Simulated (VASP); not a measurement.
# B (P4_2/mmc) in VASP: relaxation of cell and atoms with PBE

Aim: the relaxation of cell and atoms of B with PBE.

Everything below comes from runs of VASP 6.6.1. Logs are shortened: lines on timing, memory, paths and dates and some standing lists are left out, and cuts for length are marked.

## Step 1: The cell of the first run

The structure is tetragonal, space group P4_2/mmc (No. 131). Conventional cell: a = 2.857 Å, b = 2.857 Å, c = 7.943 Å, α = 90.00°, β = 90.00°, γ = 90.00°. Within 2.2 Å of B (site symmetry mmm) lie 4 B at 1.67 Å. B (site symmetry 2mm) has 5 B at 1.67 to 1.81 Å within 2.2 Å. B (site symmetry -4m2) has 4 B at 1.81 Å within 2.4 Å.

The cell was generated, and may not be a known phase.

## Step 2: Relaxation of cell and atoms, PBE

INCAR

```
PREC = Accurate
ENCUT = 600
EDIFF = 1E-6
ISMEAR = 0
SIGMA = 0.1
LREAL = False
LASPH = True
NELM = 100
ALGO = Normal
ISIF = 3
LWAVE = False
LCHARG = False
GGA = PE
IBRION = 2
NSW = 100
EDIFFG = -0.01
```

KPOINTS

```
regular mesh
0
Gamma
  14 14 6
```

POSCAR

```
B
1.0
    2.8567059878      0.0000000000      0.0000000000
    0.0000000000      2.8567059878      0.0000000000
    0.0000000000      0.0000000000      7.9425509962
B
8
Direct
    0.0000000000      0.0000000000      0.5000000000
    0.0000000000      0.0000000000      0.0000000000
    0.5000000000      0.0000000000      0.3907702378
    0.0000000000      0.5000000000      0.1092297622
    0.5000000000      0.0000000000      0.6092297622
    0.0000000000      0.5000000000      0.8907702378
    0.5000000000      0.5000000000      0.7500000000
    0.5000000000      0.5000000000      0.2500000000
```

Potentials or basis: VASP PAW PBE potentials, release 64 (B).

Started as:

```console
$ cat potpaw_PBE.64/B/POTCAR > POTCAR
$ mpirun -np 1 vasp_std > vasp.out
```

OUTCAR:

```text
PREC = Accurate
   ENCUT = 600
   EDIFF = 1E-6
   ISMEAR = 0
   LREAL = False
   LASPH = True
   NELM = 100
   ISIF = 3
   GGA = PE
   IBRION = 2
   NSW = 100
   EDIFFG = -0.01

 ion  position               nearest neighbor table
   1  0.000  0.000  0.500-   3 1.67   5 1.67   3 1.67   5 1.67
   2  0.000  0.000  0.000-   4 1.67   6 1.67   4 1.67   6 1.67
   3  0.500  0.000  0.391-   1 1.67   1 1.67   5 1.74   8 1.81   8 1.81
   4  0.000  0.500  0.109-   2 1.67   2 1.67   6 1.74   8 1.81   8 1.81
   5  0.500  0.000  0.609-   1 1.67   1 1.67   3 1.74   7 1.81   7 1.81
   6  0.000  0.500  0.891-   2 1.67   2 1.67   4 1.74   7 1.81   7 1.81
   7  0.500  0.500  0.750-   5 1.81   6 1.81   5 1.81   6 1.81
   8  0.500  0.500  0.250-   3 1.81   4 1.81   3 1.81   4 1.81

  LATTYP: Found a simple tetragonal cell.
 ALAT       =     2.8567059878
 C/A-ratio  =     2.7803179712

  Lattice vectors:

 A1 = (   2.8567059878,   0.0000000000,   0.0000000000)
 A2 = (   0.0000000000,   2.8567059878,   0.0000000000)
 A3 = (   0.0000000000,   0.0000000000,   7.9425509962)

Analysis of symmetry for initial positions (statically):
=====================================================================
 Subroutine PRICEL returns:
 Original cell was already a primitive cell.

 Routine SETGRP: Setting up the symmetry group for a
 simple tetragonal supercell.

 Subroutine GETGRP returns: Found 16 space group operations
 (whereof  8 operations were pure point group operations)
 out of a pool of 16 trial point group operations.

The static configuration has the point symmetry D_2h.
 The point group associated with its full space group is D_4h.

Analysis of symmetry for dynamics (positions and initial velocities):
=====================================================================
 Subroutine PRICEL returns:
 Original cell was already a primitive cell.

 Routine SETGRP: Setting up the symmetry group for a
 simple tetragonal supercell.

 Subroutine GETGRP returns: Found 16 space group operations
 (whereof  8 operations were pure point group operations)
 out of a pool of 16 trial point group operations.

The dynamic configuration has the point symmetry D_2h.
 The point group associated with its full space group is D_4h.

 Subroutine INISYM returns: Found 16 space group operations
 (whereof  8 operations are pure point group operations),
 and found     1 'primitive' translations

----------------------------------------------------------------------------------------

                                     Primitive cell

  volume of cell :      64.8173

  direct lattice vectors                    reciprocal lattice vectors
     2.856705988  0.000000000  0.000000000     0.350053525  0.000000000  0.000000000
     0.000000000  2.856705988  0.000000000     0.000000000  0.350053525  0.000000000
     0.000000000  0.000000000  7.942550996     0.000000000  0.000000000  0.125904133

  length of vectors
     2.856705988  2.856705988  7.942550996     0.350053525  0.350053525  0.125904133

  position of ions in fractional coordinates (direct lattice)
     0.000000000  0.000000000  0.500000000
     0.000000000  0.000000000  0.000000000
     0.500000000  0.000000000  0.390770238
     0.000000000  0.500000000  0.109229762
     0.500000000  0.000000000  0.609229762
     0.000000000  0.500000000  0.890770238
     0.500000000  0.500000000  0.750000000
     0.500000000  0.500000000  0.250000000

  ion indices of the primitive-cell ions
   primitive index   ion index
                 1           1
                 2           2
                 3           3
                 4           4
                 5           5
                 6           6
                 7           7
                 8           8

----------------------------------------------------------------------------------------

 KPOINTS: regular mesh

Automatic generation of k-mesh.
 Grid dimensions read from file:
 generate k-points for:   14   14    6

 Generating k-lattice:

  Cartesian coordinates                     Fractional coordinates (reciprocal lattice)
     0.025003823  0.000000000  0.000000000     0.071428571  0.000000000  0.000000000
     0.000000000  0.025003823  0.000000000     0.000000000  0.071428571  0.000000000
     0.000000000  0.000000000  0.020984022     0.000000000  0.000000000  0.166666667

  Length of vectors
     0.025003823  0.025003823  0.020984022

  Shift w.r.t. Gamma in fractional coordinates (k-lattice)
     0.000000000  0.000000000  0.000000000

 Subroutine IBZKPT returns following result:
 ===========================================

 Found    144 irreducible k-points:

 Following reciprocal coordinates:
            Coordinates               Weight
  0.000000  0.000000  0.000000      1.000000
  0.071429  0.000000  0.000000      4.000000
  0.142857  0.000000  0.000000      4.000000
  0.214286  0.000000  0.000000      4.000000
  0.285714  0.000000  0.000000      4.000000
  0.357143  0.000000  0.000000      4.000000
[... 16 lines left out ...]
  0.285714  0.214286  0.000000      8.000000
  0.357143  0.214286  0.000000      8.000000
 [... further k-points ...]
   k-points           NKPTS =    144   k-points in BZ     NKDIM =    144   number of bands    NBANDS=     17
   number of dos      NEDOS =    301   number of ions     NIONS =      8
   total plane-waves  NPLWV =  36864
   dimension x,y,z NGX =    24 NGY =   24 NGZ =   64
   dimension x,y,z NGXF=    48 NGYF=   48 NGZF=  128
   ions per type =               8
   NGX,Y,Z   is equivalent  to a cutoff of  13.97, 13.97, 13.40 a.u.
   NGXF,Y,Z  is equivalent  to a cutoff of  27.93, 27.93, 26.79 a.u.
 SYSTEM =  unknown system
   PREC   = accura    normal or accurate (medium, high low for compatibility)
   ISTART =      0    job   : 0-new  1-cont  2-samecut
   ICHARG =      2    charge: 1-file 2-atom 10-const
   ISPIN  =      1    spin polarized calculation?
   LNONCOLLINEAR =      F non collinear calculations
   LSORBIT =      F    spin-orbit coupling
   LASPH  =      T    aspherical Exc in radial PAW
   ENCUT  =  600.0 eV  44.10 Ry    6.64 a.u.   5.71  5.71 15.86*2*pi/ulx,y,z
   NELM   =    100;   NELMIN=  2; NELMDL= -5     # of ELM steps
   EDIFF  = 0.1E-05   stopping-criterion for ELM
   LREAL  =      F    real-space projection
   EDIFFG = -.1E-01   stopping-criterion for IOM
   NSW    =    100    number of steps for IOM
   IBRION =      2    ionic relax: 0-MD 1-quasi-New 2-CG
   NFREE  =      1    steps in history (QN), initial steepest desc. (CG)
   ISIF   =      3    stress and relaxation
   ISYM   =      2    0-nonsym 1-usesym 2-fastsym
   POTIM  = 0.5000    time-step for ionic-motion
   TEBEG  =    0.0;   TEEND  =   0.0 temperature during run
   PSTRESS=    0.0 pullay stress
   NELECT =      24.0000    total number of electrons
   NUPDOWN=      -1.0000    fix difference up-down
   EMIN   =  10.00;   EMAX   =-10.00  energy-range for DOS
   EFERMI =   0.00;   METHOD = LEGACY
   ISMEAR =     0;   SIGMA  =   0.10  broadening in eV -4-tet -1-fermi 0-gaus
   EFERMI_NEDOS =   21; number of points for ismear=-14 and -15
   IALGO  =     38    algorithm
   IMIX   =      4    mixing-type and parameters
     AMIX     =   0.40;   BMIX     =  1.00
     AMIX_MAG =   1.60;   BMIX_MAG =  1.00
  volume/ion in A,a.u.               =       8.10        54.68
  Fermi-wavevector in a.u.,A,eV,Ry     =   1.175569  2.221504 18.802748  1.381963
  Thomas-Fermi vector in A             =   2.311948
   LORBIT       =      0    0 simple, 1 ext, 2 COOP (PROOUT), +10 PAW based schemes
   GGA     = PE    functional components
   LHFCALC =     F    Hartree Fock is set to
   AEXX    =    0.0000 exact exchange contribution
   IVDW    =     0    specifies the selected vdW correction
   LEPSILON=     F    determine dielectric tensor
   LRPA    =     F    only Hartree local field effects (RPA)
 conjugate gradient relaxation of ions
 non-spin polarized calculation
 Gauss-broadening in eV      SIGMA  =   0.10
  energy-cutoff  :      600.00
  volume of cell :       64.82
 maximum number of plane-waves:      2196
 NGX is ok and might be reduce to    24
   NGX = 11   NGY = 11   NGZ = 31

--------------------------------------- Ionic step        1  -------------------------------------------

 number of electron      24.0000000 magnetization

 Free energy of the ion-electron system (eV)
  ---------------------------------------------------
  ext. energy  EPLUGINS =         0.00000000
  ---------------------------------------------------
  free energy    TOTEN  =       -49.23673482 eV

  energy without entropy =      -49.22752622  energy(sigma->0) =      -49.23213052

------------------------ aborting loop because EDIFF is reached ----------------------------------------

  FORCE on cell =-STRESS in cart. coord.  units (eV):
  Direction    XX          YY          ZZ          XY          YZ          ZX
  --------------------------------------------------------------------------------------
  -------------------------------------------------------------------------------------
  Total        0.4096401      0.4096401     -0.6048442     -0.0000000      0.0000000      0.0000000
  in kB       10.1256265     10.1256265    -14.9507496     -0.0000000      0.0000000      0.0000000
  external PRESSURE =       1.7668344 kB  Pullay stress =       0.0000000 kB
[... 153 lines left out ...]
  energy  without entropy=      -49.2315328794  energy(sigma->0) =      -49.23639017

--------------------------------------- Ionic step        5  -------------------------------------------

 number of electron      24.0000001 magnetization

 Free energy of the ion-electron system (eV)
  ---------------------------------------------------
  ext. energy  EPLUGINS =         0.00000000
  ---------------------------------------------------
  free energy    TOTEN  =       -49.24142272 eV

  energy without entropy =      -49.23182302  energy(sigma->0) =      -49.23662287

 E-fermi :   4.3491     XC(G=0): -11.1932

 val. band max:        4.3440249905   @ k =   0.2857   0.0714   0.3333
 cond. band min:       4.3574414603   @ k =   0.2857   0.0000   0.5000
 fundamental gap:      0.0134164698
 Fermi energy:         4.3491069552

 k-point     1 :       0.0000    0.0000    0.0000
  band No.  band energies     occupation
      1      -9.4867      2.00000
      2      -8.4068      2.00000
      3      -6.5311      2.00000
      4      -2.4694      2.00000
      5      -1.5879      2.00000
      6       1.2525      2.00000
[... 9 lines left out ...]
     16      10.2200      0.00000
     17      10.2248      0.00000
[... 443 lines left out ...]
      1      -7.2996      2.00000
      2      -6.5399      2.00000
      3      -4.0763      2.00000
      4      -2.7739      2.00000
      5      -2.3012      2.00000
      6      -0.3756      2.00000
[... 9 lines left out ...]
     16       7.9775      0.00000
     17      11.1108      0.00000

 [... further k-points ...]

------------------------ aborting loop because EDIFF is reached ----------------------------------------

  FORCE on cell =-STRESS in cart. coord.  units (eV):
  Direction    XX          YY          ZZ          XY          YZ          ZX
  --------------------------------------------------------------------------------------
  -------------------------------------------------------------------------------------
  Total        0.0023419      0.0023419      0.0013784     -0.0000000      0.0000000      0.0000000
  in kB        0.0578316      0.0578316      0.0340381     -0.0000000      0.0000000      0.0000000
  external PRESSURE =       0.0499005 kB  Pullay stress =       0.0000000 kB
[... 23 lines left out ...]
  FREE ENERGIE OF THE ION-ELECTRON SYSTEM (eV)
  ---------------------------------------------------
  free  energy   TOTEN  =       -49.2414227202 eV

  energy  without entropy=      -49.2318230182  energy(sigma->0) =      -49.23662287

 reached required accuracy - stopping structural energy minimisation
```

Wall time 4.9 min (1 thread of Intel Xeon 8259CL, shared host); peak memory 0.28 GiB.

What came out:

```yaml
Free_energy: -49.2414 eV
Relaxed_volume: 8.11 Å³/atom
Relaxed_cell: a = 2.867 Å, b = 2.867 Å, c = 7.892 Å, α = 90.00°, β = 90.00°, γ = 90.00°
Space_group_after_relaxing_to_0.1_Å: P4_2/mmc (No. 131)
Energy_gained_by_relaxing: 0.6 meV/atom
Ionic_steps: 5
Pressure_after_relaxing: 0.0 GPa
Band_gap_on_the_k_mesh: zero (bands 12 and 13 overlap by 4.42 eV)
```

Step by step:
```
step  energy change (eV)  largest force (eV/Å)  pressure (GPa)  volume (Å³)
   1              0.0000                0.1070            0.18        64.82
   2             -0.0041                0.0082           -0.10        64.90
   3             -0.0044                0.0516           -0.20        64.93
   4             -0.0045                0.0438            0.16        64.84
   5             -0.0047                0.0018            0.00        64.88
```

Final structure:
```
CELL_PARAMETERS angstrom
2.86726 0.00000 0.00000
0.00000 2.86726 0.00000
0.00000 0.00000 7.89189
ATOMIC_POSITIONS crystal
B 0.00000 0.00000 0.50000
B 0.00000 0.00000 0.00000
B 0.50000 0.00000 0.39000
B 0.00000 0.50000 0.11000
B 0.50000 0.00000 0.61000
B 0.00000 0.50000 0.89000
B 0.50000 0.50000 0.75000
B 0.50000 0.50000 0.25000
```
